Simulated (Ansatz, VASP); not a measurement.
Two plane-wave programs on AlN

```xyz
2
Lattice="0.0000 2.1381 2.1381 2.1381 0.0000 2.1381 2.1381 2.1381 0.0000" Properties=species:S:1:pos:R:3 pbc="T T T"
Al    2.1381    2.1381    2.1381
N     0.0000    0.0000    0.0000
```

Alike in both runs: task single point; functional PBE; k mesh 10 × 10 × 10; occupations gaussian, width 0.05 eV; no spin polarisation.

|  | VASP | Ansatz |
| --- | --- | --- |
| version | VASP 6.6.1 | Ansatz 0.2.0 |
| potentials or method | VASP PAW PBE potentials, release 64 (Al, N), cutoff 520 eV | scalar-relativistic, plane waves, PAW |
| valence electrons in the cell | 8 | 8 |

|  | VASP | Ansatz | Ansatz less VASP |
| --- | --- | --- | --- |
| gap on the k mesh at the Fermi level (eV) | 3.10 | 3.12 | +0.015 |
| least direct gap on the mesh (eV) | 3.45 | 3.45 | -0.003 |
| pressure (GPa) | -27.7 | -27.6 | +0.12 |

With one functional, cell and mesh, what is left measures potentials, basis and numerics.
